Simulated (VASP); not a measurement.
# NbSi (Pmma) in VASP: single point with PBE

Aim: the single point of NbSi with PBE.

All numbers are computed with VASP 6.6.1; they aren't measurements. Logs are shortened: lines on timing, memory, paths and dates and some standing lists are left out, and cuts for length are marked.

## (1) The cell of the first run

It takes space group Pmma (No. 51, orthorhombic). The conventional cell has a = 4.713 Å, b = 2.830 Å, c = 4.714 Å, α = 90.00°, β = 90.00°, γ = 90.00°. Within 3.6 Å of Nb (site symmetry mm2) lie 8 Si at 2.75 Å and 6 Nb at 2.83 to 3.34 Å. Si (site symmetry mm2) has 8 Nb at 2.75 Å and 6 Si at 2.83 to 3.34 Å within 3.6 Å.

## (2) Single point, PBE

INCAR

```
SYSTEM = NbSi
PREC = Accurate
ENCUT = 520
EDIFF = 1E-7
ISMEAR = 0
SIGMA = 0.1
LREAL = .FALSE.
LASPH = .TRUE.
NELM = 60
ALGO = Normal
ISIF = 2
LWAVE = .FALSE.
LCHARG = .FALSE.
GGA = PE
NBANDS = 25
```

KPOINTS

```
regular mesh
0
G
  10 16 10
  0 0 0
```

POSCAR

```
NbSi
1.0
    4.7129310164      0.0000000000      0.0000000000
    0.0000000000      2.8295726404      0.0000000000
    0.0000000000      0.0000000000      4.7141189297
Nb Si
2 2
Direct
    0.7500000000      0.0000000000      0.7489771868
    0.2500000000      0.0000000000      0.2510228132
    0.7500000000      0.5000000000      0.2484410139
    0.2500000000      0.5000000000      0.7515589861
```

Potentials or basis: VASP PAW PBE potentials, release 64 (Nb_sv, Si).

Started as:

```
$ cat potpaw_PBE.64/Nb_sv/POTCAR potpaw_PBE.64/Si/POTCAR > POTCAR
$ mpirun -np 1 vasp_std > vasp.out
```

OUTCAR:

```text
SYSTEM = NbSi
   PREC = Accurate
   ENCUT = 520
   EDIFF = 1E-7
   ISMEAR = 0
   LREAL = .FALSE.
   LASPH = .TRUE.
   NELM = 60
   ISIF = 2
   GGA = PE

 ion  position               nearest neighbor table
   1  0.750  0.000  0.749-   3 2.75   3 2.75   4 2.75   4 2.75   4 2.75   4 2.75   3 2.75   3 2.75

   2  0.250  0.000  0.251-   4 2.75   4 2.75   3 2.75   3 2.75   3 2.75   3 2.75   4 2.75   4 2.75

   3  0.750  0.500  0.248-   1 2.75   1 2.75   2 2.75   2 2.75   2 2.75   2 2.75   1 2.75   1 2.75

   4  0.250  0.500  0.752-   2 2.75   2 2.75   1 2.75   1 2.75   1 2.75   1 2.75   2 2.75   2 2.75

  LATTYP: Found a simple orthorhombic cell.
 ALAT       =     2.8295726404
 B/A-ratio  =     1.6655981716
 C/A-ratio  =     1.6660179924

  Lattice vectors:

 A1 = (   0.0000000000,  -2.8295726404,   0.0000000000)
 A2 = (   4.7129310164,   0.0000000000,   0.0000000000)
 A3 = (   0.0000000000,   0.0000000000,   4.7141189297)

Analysis of symmetry for initial positions (statically):
=====================================================================
 Subroutine PRICEL returns:
 Original cell was already a primitive cell.

 Routine SETGRP: Setting up the symmetry group for a
 simple orthorhombic supercell.

 Subroutine GETGRP returns: Found  8 space group operations
 (whereof  4 operations were pure point group operations)
 out of a pool of  8 trial point group operations.

The static configuration has the point symmetry C_2h.
 The point group associated with its full space group is D_2h.

Analysis of symmetry for dynamics (positions and initial velocities):
=====================================================================
 Subroutine PRICEL returns:
 Original cell was already a primitive cell.

 Routine SETGRP: Setting up the symmetry group for a
 simple orthorhombic supercell.

 Subroutine GETGRP returns: Found  8 space group operations
 (whereof  4 operations were pure point group operations)
 out of a pool of  8 trial point group operations.

The dynamic configuration has the point symmetry C_2h.
 The point group associated with its full space group is D_2h.

 Subroutine INISYM returns: Found  8 space group operations
 (whereof  4 operations are pure point group operations),
 and found     1 'primitive' translations

----------------------------------------------------------------------------------------

                                     Primitive cell

  volume of cell :      62.8655

  direct lattice vectors                    reciprocal lattice vectors
     4.712931016  0.000000000  0.000000000     0.212182185  0.000000000  0.000000000
     0.000000000  2.829572640  0.000000000     0.000000000  0.353410259  0.000000000
     0.000000000  0.000000000  4.714118930     0.000000000  0.000000000  0.212128717

  length of vectors
     4.712931016  2.829572640  4.714118930     0.212182185  0.353410259  0.212128717

  position of ions in fractional coordinates (direct lattice)
     0.750000000  0.000000000  0.748977187
     0.250000000  0.000000000  0.251022813
     0.750000000  0.500000000  0.248441014
     0.250000000  0.500000000  0.751558986

  ion indices of the primitive-cell ions
   primitive index   ion index
                 1           1
                 2           2
                 3           3
                 4           4

----------------------------------------------------------------------------------------

 KPOINTS: regular mesh

Automatic generation of k-mesh.
 Grid dimensions read from file:
 generate k-points for:   10   16   10

 Generating k-lattice:

  Cartesian coordinates                     Fractional coordinates (reciprocal lattice)
     0.021218218  0.000000000  0.000000000     0.100000000  0.000000000  0.000000000
     0.000000000  0.022088141  0.000000000     0.000000000  0.062500000  0.000000000
     0.000000000  0.000000000  0.021212872     0.000000000  0.000000000  0.100000000

  Length of vectors
     0.021218218  0.022088141  0.021212872

  Shift w.r.t. Gamma in fractional coordinates (k-lattice)
     0.000000000  0.000000000  0.000000000

 Subroutine IBZKPT returns following result:
 ===========================================

 Found    324 irreducible k-points:

 Following reciprocal coordinates:
            Coordinates               Weight
  0.000000  0.000000  0.000000      1.000000
  0.100000  0.000000  0.000000      2.000000
  0.200000  0.000000  0.000000      2.000000
  0.300000  0.000000  0.000000      2.000000
  0.400000  0.000000  0.000000      2.000000
  0.500000  0.000000  0.000000      1.000000
[... 16 lines left out ...]
  0.400000  0.187500  0.000000      4.000000
  0.500000  0.187500  0.000000      2.000000
 [... further k-points ...]
   k-points           NKPTS =    324   k-points in BZ     NKDIM =    324   number of bands    NBANDS=     25
   number of dos      NEDOS =    301   number of ions     NIONS =      4
   total plane-waves  NPLWV =  31104
   dimension x,y,z NGX =    36 NGY =   24 NGZ =   36
   dimension x,y,z NGXF=    72 NGYF=   48 NGZF=   72
   ions per type =               2   2
   NGX,Y,Z   is equivalent  to a cutoff of  12.70, 14.10, 12.70 a.u.
   NGXF,Y,Z  is equivalent  to a cutoff of  25.40, 28.20, 25.39 a.u.
 SYSTEM =  NbSi
   PREC   = accura    normal or accurate (medium, high low for compatibility)
   ISTART =      0    job   : 0-new  1-cont  2-samecut
   ICHARG =      2    charge: 1-file 2-atom 10-const
   ISPIN  =      1    spin polarized calculation?
   LNONCOLLINEAR =      F non collinear calculations
   LSORBIT =      F    spin-orbit coupling
   LASPH  =      T    aspherical Exc in radial PAW
   ENCUT  =  520.0 eV  38.22 Ry    6.18 a.u.   8.76  5.26  8.77*2*pi/ulx,y,z
   NELM   =     60;   NELMIN=  2; NELMDL= -5     # of ELM steps
   EDIFF  = 0.1E-06   stopping-criterion for ELM
   LREAL  =      F    real-space projection
   EDIFFG = 0.1E-05   stopping-criterion for IOM
   NSW    =      0    number of steps for IOM
   IBRION =     -1    ionic relax: 0-MD 1-quasi-New 2-CG
   NFREE  =      0    steps in history (QN), initial steepest desc. (CG)
   ISIF   =      2    stress and relaxation
   ISYM   =      2    0-nonsym 1-usesym 2-fastsym
   POTIM  = 0.5000    time-step for ionic-motion
   TEBEG  =    0.0;   TEEND  =   0.0 temperature during run
   PSTRESS=    0.0 pullay stress
   NELECT =      34.0000    total number of electrons
   NUPDOWN=      -1.0000    fix difference up-down
   EMIN   =  10.00;   EMAX   =-10.00  energy-range for DOS
   EFERMI =   0.00;   METHOD = LEGACY
   ISMEAR =     0;   SIGMA  =   0.10  broadening in eV -4-tet -1-fermi 0-gaus
   EFERMI_NEDOS =   21; number of points for ismear=-14 and -15
   IALGO  =     38    algorithm
   IMIX   =      4    mixing-type and parameters
     AMIX     =   0.40;   BMIX     =  1.00
     AMIX_MAG =   1.60;   BMIX_MAG =  1.00
  volume/ion in A,a.u.               =      15.72       106.06
  Fermi-wavevector in a.u.,A,eV,Ry     =   1.333819  2.520553 24.205769  1.779074
  Thomas-Fermi vector in A             =   2.462648
   LORBIT       =      0    0 simple, 1 ext, 2 COOP (PROOUT), +10 PAW based schemes
   GGA     = PE    functional components
   LHFCALC =     F    Hartree Fock is set to
   AEXX    =    0.0000 exact exchange contribution
   IVDW    =     0    specifies the selected vdW correction
   LEPSILON=     F    determine dielectric tensor
   LRPA    =     F    only Hartree local field effects (RPA)
 non-spin polarized calculation
 Gauss-broadening in eV      SIGMA  =   0.10
  energy-cutoff  :      520.00
  volume of cell :       62.87
 maximum number of plane-waves:      1715
 NGX is ok and might be reduce to    36
   NGX = 17   NGY = 11   NGZ = 17

 number of electron      34.0000004 magnetization

 Free energy of the ion-electron system (eV)
  ---------------------------------------------------
  ext. energy  EPLUGINS =         0.00000000
  ---------------------------------------------------
  free energy    TOTEN  =       -32.26827251 eV

  energy without entropy =      -32.25372235  energy(sigma->0) =      -32.26099743

 E-fermi :  11.3916     XC(G=0): -12.0627

 val. band max:       11.3850904277   @ k =   0.2000   0.3750   0.3000
 cond. band min:      11.3998086923   @ k =   0.4000   0.4375   0.4000
 fundamental gap:      0.0147182647
 Fermi energy:        11.3915920053

 k-point     1 :       0.0000    0.0000    0.0000
  band No.  band energies     occupation
      1     -43.5079      2.00000
      2     -43.4713      2.00000
      3     -19.7547      2.00000
      4     -19.7546      2.00000
      5     -19.5249      2.00000
      6     -19.5249      2.00000
[... 17 lines left out ...]
     24      15.8255      0.00000
     25      16.4775      0.00000

 k-point     2 :       0.1000    0.0000    0.0000
  band No.  band energies     occupation
      1     -43.5070      2.00000
      2     -43.4721      2.00000
      3     -19.7501      2.00000
      4     -19.7491      2.00000
      5     -19.5318      2.00000
      6     -19.5306      2.00000
[... 17 lines left out ...]
     24      15.8721      0.00000
     25      16.4449      0.00000

 k-point     3 :       0.2000    0.0000    0.0000
  band No.  band energies     occupation
      1     -43.5044      2.00000
      2     -43.4747      2.00000
      3     -19.7369      2.00000
      4     -19.7331      2.00000
      5     -19.5513      2.00000
      6     -19.5472      2.00000
[... 552 lines left out ...]
 k-point    23 :       0.4000    0.1875    0.0000
  band No.  band energies     occupation
      1     -43.4585      2.00000
      2     -43.4475      2.00000
      3     -19.6435      2.00000
      4     -19.6343      2.00000
      5     -19.5752      2.00000
      6     -19.5656      2.00000
[... 17 lines left out ...]
     24      15.6493      0.00000
     25      16.3190      0.00000

 k-point    24 :       0.5000    0.1875    0.0000
  band No.  band energies     occupation
      1     -43.4530      2.00000
      2     -43.4530      2.00000
      3     -19.6110      2.00000
      4     -19.6110      2.00000
      5     -19.5995      2.00000
      6     -19.5995      2.00000
[... 17 lines left out ...]
     24      15.6946      0.00000
     25      16.5074      0.00000

 [... further k-points ...]

------------------------ aborting loop because EDIFF is reached ----------------------------------------

  FORCE on cell =-STRESS in cart. coord.  units (eV):
  Direction    XX          YY          ZZ          XY          YZ          ZX
  --------------------------------------------------------------------------------------
  -------------------------------------------------------------------------------------
  Total       -0.0884022     -0.1093559     -0.1084413      0.0000000      0.0000000     -0.0000000
  in kB       -2.2530000     -2.7870222     -2.7637135      0.0000000      0.0000000     -0.0000000
  external PRESSURE =      -2.6012453 kB  Pullay stress =       0.0000000 kB

 VOLUME and BASIS-vectors are now :
 -----------------------------------------------------------------------------
  energy-cutoff  :      520.00
  volume of cell :       62.87
      direct lattice vectors                 reciprocal lattice vectors
     4.712931016  0.000000000  0.000000000     0.212182185  0.000000000  0.000000000
     0.000000000  2.829572640  0.000000000     0.000000000  0.353410259  0.000000000
     0.000000000  0.000000000  4.714118930     0.000000000  0.000000000  0.212128717

 POSITION                                       TOTAL-FORCE (eV/Angst)
 -----------------------------------------------------------------------------------
      3.53470      0.00000      3.53077         0.000000      0.000000      0.001839
      1.17823      0.00000      1.18335         0.000000      0.000000     -0.001839
      3.53470      1.41479      1.17118         0.000000      0.000000      0.004351
      1.17823      1.41479      3.54294         0.000000     -0.000000     -0.004351
 -----------------------------------------------------------------------------------
    total drift:                                0.000000     -0.000000     -0.000000

  FREE ENERGIE OF THE ION-ELECTRON SYSTEM (eV)
  ---------------------------------------------------
  free  energy   TOTEN  =       -32.2682725062 eV

  energy  without entropy=      -32.2537223471  energy(sigma->0) =      -32.26099743
```

It took 7.5 min on 1 thread of Intel Xeon 8259CL, shared host; peak memory 0.51 GiB.

What came out:

- Free energy: -32.2683 eV
- Pressure: -0.3 GPa
- Largest force: 0.004 eV/Å
- Band gap on the k mesh: zero (bands 17 and 18 overlap by 2.74 eV)

Forces on the atoms (eV/Å):
```
Nb   0.000  0.000  0.002
Nb   0.000  0.000 -0.002
Si   0.000  0.000  0.004
Si   0.000  0.000 -0.004
```
